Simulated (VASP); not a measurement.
Write the native input for VASP 6.6.1 that does the following.

* Task: single point
* Functional: PBEsol
* Potentials or basis: VASP PAW PBE potentials, release 64 (Se, Ga_d, Cu)
* Cutoff: 520 eV
* k mesh: 7 × 7 × 7
* Occupations: fermi-dirac, width 0.05 eV
* Spin: no spin polarisation
* Dipole correction: no
* Further INCAR settings: ALGO = Normal; EDIFF = 1e-07; NBANDS = 46

The structure of GaCuSe2 lies in POSCAR:

```
GaCuSe2
1.0
   -2.7849395696      2.7849395696      5.5372763422
    2.7849395696     -2.7849395696      5.5372763422
    2.7849395696      2.7849395696     -5.5372763422
Se Ga Cu
4 2 2
Direct
    0.1167862833      0.6250000000     -0.0082137167
    0.8750000000      0.8832137167      0.5082137167
    0.6332137167      0.1250000000      1.0082137167
    0.3750000000      0.3667862833      0.4917862833
    0.2500000000      0.7500000000      0.5000000000
    0.5000000000      0.5000000000      0.0000000000
    0.7500000000      0.2500000000      0.5000000000
    0.0000000000      0.0000000000      0.0000000000
```

The input as run:

INCAR

```
PREC     = Accurate       # precision mode
ENCUT    = 520            # plane-wave cutoff, eV
EDIFF    = 1E-7           # SCF threshold, eV
ISMEAR   = -1             # smearing method
SIGMA    = 0.05           # smearing width, eV
LREAL    = False          # projectors in reciprocal space
LASPH    = True           # aspherical terms in the spheres
NELM     = 80             # most SCF steps
ALGO     = Normal         # electronic algorithm
ISIF     = 2              # what is computed and relaxed
LWAVE    = False          # write WAVECAR
LCHARG   = False          # write CHGCAR
GGA      = PS             # functional
NBANDS   = 46             # bands
```

KPOINTS

```
Automatic mesh
0
Gamma
  7 7 7
```

Potentials or basis: VASP PAW PBE potentials, release 64 (Se, Ga_d, Cu).

Command:

```bash
$ cat potpaw_PBE.64/Se/POTCAR potpaw_PBE.64/Ga_d/POTCAR potpaw_PBE.64/Cu/POTCAR > POTCAR
$ mpirun -np 1 vasp_std > vasp.out
```

It gave:

| Property | Result |
| --- | --- |
| Pressure | 0.2 GPa |
| Largest force | 0.024 eV/Å |
| Band gap on the k mesh | 0.14 eV |

Caveat: the PAW data sets were made with another functional, which shifts forces and pressure a little.

Wall time 10 min on 1 thread of Intel(R) Xeon(R) Platinum 8259CL CPU @ 2.50GHz (Skylake/Cascade Lake) (shared host), peak memory 0.58 GiB.
